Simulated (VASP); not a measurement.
Si6O11 (a cell with a defect): single point with PBE+D3(BJ)

System: Si6O11 (a cell with a defect).

```
Si O
1.0
    -2.45739    4.25633    0.00000
     0.00000    0.00000    5.42103
     7.37217    4.25633    0.00000
Si O
6 11
Direct
  0.76698 0.66667 0.23302
  0.26698 0.66667 0.73302
  0.96604 0.33333 0.50000
  0.46604 0.33333 0.00000
  0.26698 0.00000 0.26698
  0.76698 0.00000 0.76698
  0.27300 0.22034 0.13704
  0.77300 0.22034 0.63704
  0.06906 0.88700 0.79498
  0.65793 0.55367 0.06798
  0.15793 0.55367 0.56798
  0.06906 0.77966 0.20502
  0.56906 0.77966 0.70502
  0.62045 0.85875 0.27785
  0.65793 0.11300 0.93202
  0.77300 0.44633 0.36296
  0.27300 0.44633 0.86296
```

This cell differs from its parent crystal: atoms taken out, atom 14 moved 1.125 of the way to it and +0.000 Å across, host rigid.

```json
{"Program": "VASP 6.6.1", "Task": "single point", "Functional": "PBE", "Dispersion": "D3(BJ)", "Potentials or basis": "VASP PAW PBE potentials, release 64 (Si, O)", "Cutoff": "520 eV", "k mesh": "4 × 4 × 2", "Occupations": "gaussian, width 0.05 eV", "Spin": "no spin polarisation", "Dipole correction": "no", "Charge": "2", "Further INCAR settings": "LREAL = Auto; ALGO = Normal; EDIFF = 1e-06; NBANDS = 59; NELECT = 88.0"}
```

- Largest force: 26.541 eV/Å
- Dispersion energy per atom: -0.142 eV

Forces in eV/Å, atoms in the order of the input:
```
Si  -11.341   5.600 -16.303
Si    0.926   1.107   0.222
Si    1.792  -0.880   2.316
Si   -1.340   0.298   0.805
Si   -3.660   1.219  -1.792
Si    0.818   0.445  -1.037
O     2.034   0.408  -0.914
O    -1.556   0.016  -0.038
O    -0.354  -0.074   0.023
O    -0.359  -0.017  -0.531
O    -1.186  -0.728  -1.035
O    -0.601   2.531   0.803
O    -0.253  -0.196   0.071
O    14.558 -10.712  19.435
O     0.169  -0.065   0.106
O     0.257   1.104  -1.895
O     0.094  -0.056  -0.236
```

Levels at points of the mesh, in eV from the Fermi level:
```tsv
k point	band 40	band 41	band 42	band 43	band 44	band 45	band 46	band 47	band 48	band 49
(0.00, 0.00, 0.00)	-0.89	-0.86	-0.68	-0.19	-0.06	0.03	3.59	6.37	6.80	6.95
(0.50, 0.00, 0.00)	-0.93	-0.64	-0.53	-0.22	-0.04	0.02	3.54	6.45	6.93	8.53
(0.00, 0.50, 0.00)	-0.89	-0.78	-0.51	-0.24	-0.08	0.09	3.50	6.41	6.73	8.22
(0.50, 0.50, 0.00)	-0.91	-0.85	-0.60	-0.56	-0.38	0.20	3.57	6.56	7.05	8.58
(0.00, 0.00, 0.50)	-0.90	-0.80	-0.71	-0.17	-0.05	0.14	3.53	6.16	6.97	7.51
(0.50, 0.00, 0.50)	-0.90	-0.64	-0.51	-0.24	-0.02	-0.01	3.55	6.44	6.99	8.28
(0.00, 0.50, 0.50)	-0.82	-0.71	-0.58	-0.32	-0.05	0.09	3.49	6.46	6.71	8.16
(0.50, 0.50, 0.50)	-0.90	-0.75	-0.62	-0.48	-0.26	0.09	3.55	6.59	7.12	8.48
```

Run time: 16 min on 1 thread of Intel Xeon 8259CL (shared host), peak memory 0.39 GiB.

Caveat: the cell carries a net charge on a neutralising background, which shifts energy and pressure; the cell differs from its parent crystal (atoms taken out, atom 14 moved 1.125 of the way to it and +0.000 Å across, host rigid); the cell is charged against a uniform background, so pressure and absolute levels hang on convention.
